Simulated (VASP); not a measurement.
# MgO (P6_3/mmc) in VASP: single point with r2SCAN

Aim: the single point of MgO with r2SCAN.

Everything below comes from runs of VASP 6.6.1. Logs are shortened: lines on timing, memory, paths and dates and some standing lists are left out, and cuts for length are marked.

### Step 1. The cell of the first run

It takes space group P6_3/mmc (No. 194, hexagonal). Conventional cell: a = 3.486 Å, b = 3.486 Å, c = 4.178 Å, α = 90.00°, β = 90.00°, γ = 120.00°. Mg (site symmetry -6m2) has 5 O at 2.01 to 2.09 Å within 2.7 Å. Within 2.7 Å of O (site symmetry -6m2) lie 5 Mg at 2.01 to 2.09 Å.

### Step 2. Single point, r2SCAN

Contents of POSCAR:

```
MgO
1.0
    3.4863800000      0.0000000000      0.0000000000
   -1.7431900000      3.0192900000      0.0000000000
    0.0000000000      0.0000000000      4.1780400000
Mg O
2 2
Direct
    0.6666666667      0.3333333333      0.7500000000
    0.3333333333      0.6666666667      0.2500000000
    0.6666666667      0.3333333333      0.2500000000
    0.3333333333      0.6666666667      0.7500000000
```

Contents of INCAR.step1:

```
PREC     = Accurate       # precision mode
ENCUT    = 520            # plane-wave cutoff, eV
ISMEAR   = 0              # smearing method
SIGMA    = 0.01           # smearing width, eV
LREAL    = False          # projectors in reciprocal space
LASPH    = True           # aspherical terms in the spheres
NELM     = 100            # most SCF steps
NBANDS   = 16             # bands
GGA      = PE             # functional
ALGO     = Normal         # electronic algorithm
EDIFF    = 1E-4           # SCF threshold, eV
LWAVE    = True           # write WAVECAR
LCHARG   = False          # write CHGCAR
```

Contents of INCAR.step2:

```
PREC     = Accurate       # precision mode
ENCUT    = 520            # plane-wave cutoff, eV
EDIFF    = 1E-6           # SCF threshold, eV
ISMEAR   = 0              # smearing method
SIGMA    = 0.01           # smearing width, eV
LREAL    = False          # projectors in reciprocal space
LASPH    = True           # aspherical terms in the spheres
NELM     = 100            # most SCF steps
ALGO     = Normal         # electronic algorithm
ISIF     = 2              # what is computed and relaxed
LWAVE    = False          # write WAVECAR
LCHARG   = False          # write CHGCAR
METAGGA  = R2SCAN         # meta-GGA
LMIXTAU  = True         
NBANDS   = 16             # bands
ISTART   = 1
```

Contents of KPOINTS:

```
regular mesh
0
Gamma
  6 6 6
```

Potentials or basis: VASP PAW PBE potentials, release 64 (Mg, O).

The run is started by

```bash
$ cat potpaw_PBE.64/Mg/POTCAR potpaw_PBE.64/O/POTCAR > POTCAR
$ cp INCAR.step1 INCAR
$ mpirun -np 1 vasp_std > vasp.out
$ cp INCAR.step2 INCAR
$ mpirun -np 1 vasp_std > vasp.out
```

OUTCAR:

```text
PREC = Accurate
   ENCUT = 520
   EDIFF = 1E-6
   ISMEAR = 0
   LREAL = False
   LASPH = True
   NELM = 100
   ISIF = 2
   METAGGA = R2SCAN
   ISTART = 1

 ion  position               nearest neighbor table
   1  0.667  0.333  0.750-   4 2.01   4 2.01   4 2.01   3 2.09   3 2.09   2 2.90   2 2.90   2 2.90
                             2 2.90   2 2.90   2 2.90
   2  0.333  0.667  0.250-   3 2.01   3 2.01   3 2.01   4 2.09   4 2.09   1 2.90   1 2.90   1 2.90
                             1 2.90   1 2.90   1 2.90
   3  0.667  0.333  0.250-   2 2.01   2 2.01   2 2.01   1 2.09   1 2.09
   4  0.333  0.667  0.750-   1 2.01   1 2.01   1 2.01   2 2.09   2 2.09

  LATTYP: Found a hexagonal cell.
 ALAT       =     3.4863800000
 C/A-ratio  =     1.1983891601

  Lattice vectors:

 A1 = (   3.4863800000,   0.0000000000,   0.0000000000)
 A2 = (  -1.7431900000,   3.0192900000,   0.0000000000)
 A3 = (   0.0000000000,   0.0000000000,   4.1780400000)

Analysis of symmetry for initial positions (statically):
=====================================================================
 Subroutine PRICEL returns:
 Original cell was already a primitive cell.

 Routine SETGRP: Setting up the symmetry group for a
 hexagonal supercell.

 Subroutine GETGRP returns: Found 24 space group operations
 (whereof 12 operations were pure point group operations)
 out of a pool of 24 trial point group operations.

The static configuration has the point symmetry D_3d.
 The point group associated with its full space group is D_6h.

Analysis of symmetry for dynamics (positions and initial velocities):
=====================================================================
 Subroutine PRICEL returns:
 Original cell was already a primitive cell.

 Routine SETGRP: Setting up the symmetry group for a
 hexagonal supercell.

 Subroutine GETGRP returns: Found 24 space group operations
 (whereof 12 operations were pure point group operations)
 out of a pool of 24 trial point group operations.

The dynamic configuration has the point symmetry D_3d.
 The point group associated with its full space group is D_6h.

 Subroutine INISYM returns: Found 24 space group operations
 (whereof 12 operations are pure point group operations),
 and found     1 'primitive' translations

----------------------------------------------------------------------------------------

                                     Primitive cell

  volume of cell :      43.9797

  direct lattice vectors                    reciprocal lattice vectors
     3.486380000  0.000000000  0.000000000     0.286830466  0.165601847  0.000000000
    -1.743190000  3.019290000  0.000000000     0.000000000  0.331203694  0.000000000
     0.000000000  0.000000000  4.178040000     0.000000000  0.000000000  0.239346679

  length of vectors
     3.486380000  3.486376841  4.178040000     0.331203394  0.331203694  0.239346679

  position of ions in fractional coordinates (direct lattice)
     0.666666667  0.333333333  0.750000000
     0.333333333  0.666666667  0.250000000
     0.666666667  0.333333333  0.250000000
     0.333333333  0.666666667  0.750000000

  ion indices of the primitive-cell ions
   primitive index   ion index
                 1           1
                 2           2
                 3           3
                 4           4

----------------------------------------------------------------------------------------

 KPOINTS: regular mesh

Automatic generation of k-mesh.
 Grid dimensions read from file:
 generate k-points for:    6    6    6

 Generating k-lattice:

  Cartesian coordinates                     Fractional coordinates (reciprocal lattice)
     0.047805078  0.027600308  0.000000000     0.166666667  0.000000000  0.000000000
     0.000000000  0.055200616  0.000000000     0.000000000  0.166666667  0.000000000
     0.000000000  0.000000000  0.039891113     0.000000000  0.000000000  0.166666667

  Length of vectors
     0.055200566  0.055200616  0.039891113

  Shift w.r.t. Gamma in fractional coordinates (k-lattice)
     0.000000000  0.000000000  0.000000000

 Subroutine IBZKPT returns following result:
 ===========================================

 Found     28 irreducible k-points:

 Following reciprocal coordinates:
            Coordinates               Weight
  0.000000  0.000000  0.000000      1.000000
  0.166667  0.000000  0.000000      6.000000
  0.333333  0.000000  0.000000      6.000000
  0.500000  0.000000  0.000000      3.000000
  0.166667  0.166667  0.000000      6.000000
  0.333333  0.166667  0.000000     12.000000
[... 16 lines left out ...]
  0.166667  0.000000  0.500000      6.000000
  0.333333  0.000000  0.500000      6.000000
 [... further k-points ...]
   k-points           NKPTS =     28   k-points in BZ     NKDIM =     28   number of bands    NBANDS=     16
   number of dos      NEDOS =    301   number of ions     NIONS =      4
   total plane-waves  NPLWV =  25088
   dimension x,y,z NGX =    28 NGY =   28 NGZ =   32
   dimension x,y,z NGXF=    56 NGYF=   56 NGZF=   64
   ions per type =               2   2
   NGX,Y,Z   is equivalent  to a cutoff of  13.35, 13.35, 12.73 a.u.
   NGXF,Y,Z  is equivalent  to a cutoff of  26.70, 26.70, 25.47 a.u.
 SYSTEM =  unknown system
   PREC   = accura    normal or accurate (medium, high low for compatibility)
   ISTART =      1    job   : 0-new  1-cont  2-samecut
   ICHARG =      0    charge: 1-file 2-atom 10-const
   ISPIN  =      1    spin polarized calculation?
   LNONCOLLINEAR =      F non collinear calculations
   LSORBIT =      F    spin-orbit coupling
   LASPH  =      T    aspherical Exc in radial PAW
   ENCUT  =  520.0 eV  38.22 Ry    6.18 a.u.   6.48  6.48  7.77*2*pi/ulx,y,z
   NELM   =    100;   NELMIN=  2; NELMDL=  0     # of ELM steps
   EDIFF  = 0.1E-05   stopping-criterion for ELM
   LREAL  =      F    real-space projection
   EDIFFG = 0.1E-04   stopping-criterion for IOM
   NSW    =      0    number of steps for IOM
   IBRION =     -1    ionic relax: 0-MD 1-quasi-New 2-CG
   NFREE  =      0    steps in history (QN), initial steepest desc. (CG)
   ISIF   =      2    stress and relaxation
   ISYM   =      2    0-nonsym 1-usesym 2-fastsym
   POTIM  = 0.5000    time-step for ionic-motion
   TEBEG  =    0.0;   TEEND  =   0.0 temperature during run
   PSTRESS=    0.0 pullay stress
   NELECT =      16.0000    total number of electrons
   NUPDOWN=      -1.0000    fix difference up-down
   EMIN   =  10.00;   EMAX   =-10.00  energy-range for DOS
   EFERMI =   0.00;   METHOD = LEGACY
   ISMEAR =     0;   SIGMA  =   0.01  broadening in eV -4-tet -1-fermi 0-gaus
   EFERMI_NEDOS =   21; number of points for ismear=-14 and -15
   IALGO  =     38    algorithm
   IMIX   =      4    mixing-type and parameters
     AMIX     =   0.40;   BMIX     =  1.00
     AMIX_MAG =   1.60;   BMIX_MAG =  1.00
  volume/ion in A,a.u.               =      10.99        74.20
  Fermi-wavevector in a.u.,A,eV,Ry     =   1.168685  2.208494 18.583170  1.365824
  Thomas-Fermi vector in A             =   2.305168
   LORBIT       =      0    0 simple, 1 ext, 2 COOP (PROOUT), +10 PAW based schemes
   METAGGA = R2SCAN    functional components
   LHFCALC =     F    Hartree Fock is set to
   AEXX    =    0.0000 exact exchange contribution
   IVDW    =     0    specifies the selected vdW correction
   LEPSILON=     F    determine dielectric tensor
   LRPA    =     F    only Hartree local field effects (RPA)
 non-spin polarized calculation
 Gauss-broadening in eV      SIGMA  =   0.01
  energy-cutoff  :      520.00
  volume of cell :       43.98
 maximum number of plane-waves:      1204
 NGX is ok and might be reduce to    28
   NGX = 13   NGY = 13   NGZ = 15

 number of electron      15.9999999 magnetization

 Free energy of the ion-electron system (eV)
  ---------------------------------------------------
  ext. energy  EPLUGINS =         0.00000000
  ---------------------------------------------------
  free energy    TOTEN  =       -32.06988197 eV

  energy without entropy =      -32.06988197  energy(sigma->0) =      -32.06988197

 E-fermi :   1.6732     XC(G=0): -10.5623

 val. band max:        1.5942355222   @ k =   0.0000   0.0000   0.0000
 cond. band min:       5.6786182422   @ k =   0.0000   0.0000   0.0000
 fundamental gap:      4.0843827200
 Fermi energy:         1.6732048243

 k-point     1 :       0.0000    0.0000    0.0000
  band No.  band energies     occupation
      1     -16.2970      2.00000
      2     -14.9287      2.00000
      3      -2.0803      2.00000
      4      -0.1736      2.00000
      5      -0.1736      2.00000
      6       0.7636      2.00000
[... 8 lines left out ...]
     15      18.3049      0.00000
     16      18.4078      0.00000

 k-point     2 :       0.1667    0.0000    0.0000
  band No.  band energies     occupation
      1     -16.1674      2.00000
      2     -14.9547      2.00000
      3      -1.8646      2.00000
      4      -0.6076      2.00000
      5      -0.3683      2.00000
      6       0.2619      2.00000
[... 8 lines left out ...]
     15      17.3282      0.00000
     16      17.5017      0.00000

 k-point     3 :       0.3333    0.0000    0.0000
  band No.  band energies     occupation
      1     -15.8519      2.00000
      2     -15.0581      2.00000
      3      -1.5472      2.00000
      4      -1.2921      2.00000
      5      -0.6637      2.00000
      6      -0.2059      2.00000
[... 8 lines left out ...]
     15      16.7362      0.00000
     16      17.4121      0.00000
[... 362 lines left out ...]
 k-point    23 :       0.1667    0.0000    0.5000
  band No.  band energies     occupation
      1     -15.5468      2.00000
      2     -15.5468      2.00000
      3      -1.3145      2.00000
      4      -1.3145      2.00000
      5       0.2132      2.00000
      6       0.2132      2.00000
[... 8 lines left out ...]
     15      18.2912      0.00000
     16      18.2912      0.00000

 k-point    24 :       0.3333    0.0000    0.5000
  band No.  band energies     occupation
      1     -15.4107      2.00000
      2     -15.4107      2.00000
      3      -2.0037      2.00000
      4      -2.0037      2.00000
      5       0.0916      2.00000
      6       0.0916      2.00000
[... 8 lines left out ...]
     15      17.6049      0.00000
     16      17.6049      0.00000

 [... further k-points ...]

------------------------ aborting loop because EDIFF is reached ----------------------------------------

  FORCE on cell =-STRESS in cart. coord.  units (eV):
  Direction    XX          YY          ZZ          XY          YZ          ZX
  --------------------------------------------------------------------------------------
  -------------------------------------------------------------------------------------
  Total       -0.2046087     -0.2046082     -0.1614227      0.0000000      0.0000000      0.0000000
  in kB       -7.4538821     -7.4538640     -5.8806181      0.0000000      0.0000000      0.0000000
  external PRESSURE =      -6.9294547 kB  Pullay stress =       0.0000000 kB

 VOLUME and BASIS-vectors are now :
 -----------------------------------------------------------------------------
  energy-cutoff  :      520.00
  volume of cell :       43.98
      direct lattice vectors                 reciprocal lattice vectors
     3.486380000  0.000000000  0.000000000     0.286830466  0.165601847  0.000000000
    -1.743190000  3.019290000  0.000000000     0.000000000  0.331203694  0.000000000
     0.000000000  0.000000000  4.178040000     0.000000000  0.000000000  0.239346679

 POSITION                                       TOTAL-FORCE (eV/Angst)
 -----------------------------------------------------------------------------------
      1.74319      1.00643      3.13353        -0.000000      0.000000      0.000000
     -0.00000      2.01286      1.04451         0.000000     -0.000000      0.000000
      1.74319      1.00643      1.04451         0.000000     -0.000000      0.000000
     -0.00000      2.01286      3.13353        -0.000000      0.000000      0.000000
 -----------------------------------------------------------------------------------
    total drift:                               -0.000000      0.000000     -0.000000

  FREE ENERGIE OF THE ION-ELECTRON SYSTEM (eV)
  ---------------------------------------------------
  free  energy   TOTEN  =       -32.0698819705 eV

  energy  without entropy=      -32.0698819705  energy(sigma->0) =      -32.06988197
```

Wall time 2.3 min (1 thread of Intel Xeon 8259CL, shared host); peak memory 0.18 GiB.

Results:

| Quantity | Value |
| --- | --- |
| Free energy | -32.0699 eV |
| Pressure | -0.7 GPa |
| Band gap on the k mesh | 4.08 eV |

Stress tensor (GPa, compression positive):
```
-0.75  0.00  0.00
 0.00 -0.75  0.00
 0.00  0.00 -0.59
```

Caveat: the PAW data sets were made with another functional, which shifts forces and pressure a little.
